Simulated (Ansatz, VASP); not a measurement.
Two plane-wave programs on Mo

INCAR

```
PREC = Accurate
ENCUT = 500
EDIFF = 1E-7
ISMEAR = 0
SIGMA = 0.1
LREAL = False
LASPH = True
NELM = 120
ALGO = Normal
ISIF = 3
LWAVE = False
LCHARG = False
GGA = PE
IBRION = 2
NSW = 90
EDIFFG = -0.04
GGA_COMPAT = False
NELMIN = 4
```

The input KPOINTS:

```
regular mesh
0
Gamma
  6 6 6
```

Contents of POSCAR:

```
Mo
1.0
    0.0000000000      2.6282640351      2.6282640351
    2.6282640351      0.0000000000      2.6282640351
    2.6282640351      2.6282640351      0.0000000000
Mo
2
Direct
    0.5000000000      0.5000000000      0.5000000000
    0.7500000000      0.7500000000      0.7500000000
```

Input for Ansatz:

```yaml
crystal:
  lattice:
    - [0.0, 2.6282640351, 2.6282640351]
    - [2.6282640351, 0.0, 2.6282640351]
    - [2.6282640351, 2.6282640351, 0.0]
  atoms:
    - { symbol: Mo, position: [0.5, 0.5, 0.5] }
    - { symbol: Mo, position: [0.75, 0.75, 0.75] }
basis:
  ecutwfc: 420
kpoints:
  mp_grid: { grid: [6, 6, 6] }
hamiltonian:
  xc: pbe
scf:
  occupations: { method: gaussian, width: 0.1 }
  lower_state_search: "off"
output:
  forces: true
  stress: true
  eigenvalues: true
relax:
  adjacent_minimum: "off"
  f_tol: 0.04
  max_steps: 70
  cell: { stress_tol: 0.4 }
```

Alike in both runs: task relaxation of cell and atoms; functional PBE; k mesh 6 × 6 × 6; occupations gaussian, width 0.1 eV; no spin polarisation.

|  | VASP | Ansatz |
| --- | --- | --- |
| version | VASP 6.6.1 | Ansatz 0.2.0 |
| potentials or method | VASP PAW PBE potentials, release 64 (Mo_sv), cutoff 500 eV | scalar-relativistic, plane waves, PAW |
| valence electrons in the cell | 28 | 28 |

Ansatz gave:

- gap on the k mesh at the Fermi level, each at its own relaxed structure (eV): none
- relaxed volume (Å³/atom): 22.99
- relaxed cell length with the largest relative difference (Å): 4.021

**Question.** Which values does VASP return?

**Answer.** gap on the k mesh at the Fermi level, each at its own relaxed structure (eV): none; relaxed volume (Å³/atom): 22.97; relaxed cell length with the largest relative difference (Å): 4.020.

A gap of «none» marks a metal or a gap that the smearing closes.

Noted on VASP's run: the volume moved by over 15 % at a fixed basis, so the end points are rough.
